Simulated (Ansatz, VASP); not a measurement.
PbS in VASP and in Ansatz

```
Pb S
1.0
     3.53065    0.00000    0.00000
     0.00000    3.53065    0.00000
     0.00000    0.00000    3.53065
Pb S
1 1
Direct
  0.00000 0.00000 0.00000
  0.50000 0.50000 0.50000
```

Alike in both runs: task single point; functional PBEsol; k mesh 8 × 8 × 8; occupations gaussian, width 0.05 eV; no spin polarisation.

```csv
,VASP,Ansatz
version,VASP 6.6.1,Ansatz 0.2.0
potentials or method,"VASP PAW PBE potentials, release 64 (Pb_d, S), cutoff 520 eV","scalar-relativistic, plane waves, PAW"
valence electrons in the cell,20,20
```

```tsv
	VASP	Ansatz	Ansatz less VASP
gap on the k mesh at the Fermi level (eV)	none	none	-
pressure (GPa)	2.8	2.8	+0.04
```

VASP's potentials were made for PBE, not for PBEsol. A gap of «none» marks a metal or a gap that the smearing closes. With one functional, cell and mesh, what is left measures potentials, basis and numerics.

Spin-orbit coupling is off throughout.
